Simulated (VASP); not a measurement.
Here is a VASP 6.6.1 calculation.

POSCAR

```
F
1.0
    2.6008784203     -1.4917119192     -0.0066657971
    2.6008784203      1.4917119192     -0.0066657971
   -2.0794375002      0.0000000000      6.7794622840
F
4
Direct
    0.5053995766      0.5053995766      0.4025797552
    0.0852977317      0.0852977317      0.0971240918
    0.4946004234      0.4946004234      0.5974202448
    0.9147022683      0.9147022683      0.9028759082
```

Contents of INCAR.step1:

```
PREC = Accurate ; ENCUT = 520
EDIFF = 1E-5 ; ISMEAR = 0
SIGMA = 0.01 ; LREAL = F
LASPH = T ; NELM = 100
ALGO = Normal ; ISIF = 2
LWAVE = T ; GGA = PE
NBANDS = 22
```

The input INCAR.step2:

```
PREC = Accurate ; ENCUT = 520
EDIFF = 1E-6 ; ISMEAR = 0
SIGMA = 0.01 ; LREAL = F
LASPH = T ; NELM = 100
ALGO = Normal ; ISIF = 2
LWAVE = F ; LCHARG = T
GGA = PE ; LHFCALC = T
HFSCREEN = 0.2079 ; PRECFOCK = Normal
LELF = T ; LVHAR = T
ISTART = 1 ; NBANDS = 22
```

Contents of KPOINTS:

```
Automatic mesh
0
Gamma
  4 4 2
```

Potentials or basis: VASP PAW PBE potentials, release 64 (F).

The run is started by

```sh
$ cat potpaw_PBE.64/F/POTCAR > POTCAR
$ cp INCAR.step1 INCAR
$ mpirun -np 1 vasp_std > vasp.out
$ cp INCAR.step2 INCAR
$ mpirun -np 1 vasp_std > vasp.out
```

Problem. Estimate the pressure.

Solution. 0.9 GPa.

Problem. What does it give for the band gap on the k mesh?

Solution. 5.81 eV (least direct gap 5.87 eV).

Forces in eV/Å, atoms in the order of the input:
```
F   -0.149  0.000  0.452
F   -0.182  0.000 -0.472
F    0.149  0.000 -0.452
F    0.182  0.000  0.472
```

Caveat: the k points lie up to 0.61 Å⁻¹ apart; this functional lacks dispersion, which holds the molecules together, so the pressure and a relaxed volume are unreliable; the PAW data sets were made with another functional, which shifts forces and pressure a little. A k mesh can miss the band edges.
